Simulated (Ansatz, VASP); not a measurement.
## One calculation of Ge, two programs

```xyz
4
Lattice="2.0567 1.1874 6.5580 -2.0567 1.1874 6.5580 0.0000 -2.3749 6.5580" Properties=species:S:1:pos:R:3 pbc="T T T"
Ge    0.0000    0.0000    1.3256
Ge    0.0000    0.0000   18.3484
Ge    0.0000    0.0000    4.3791
Ge    0.0000    0.0000   15.2948
```

Alike in both runs: functional PBE; k mesh 15 × 15 × 15; occupations gaussian, width 0.1 eV; no spin polarisation.

Ansatz relaxed the structure, and its values are those at the end. VASP's run is a single point on that final structure, the one shown.

|  | VASP | Ansatz |
| --- | --- | --- |
| version | VASP 6.6.1 | Ansatz 0.2.0 |
| potentials or method | VASP PAW PBE potentials, release 64 (Ge_d), cutoff 520 eV | scalar-relativistic, plane waves, PAW |
| valence electrons in the cell | 56 | 56 |

```csv
,VASP,Ansatz,Ansatz less VASP
gap on the k mesh at the Fermi level (eV),none,none,-
pressure (GPa),0.0,0.0,+0.02
```

A gap of «none» marks a metal or a gap that the smearing closes.
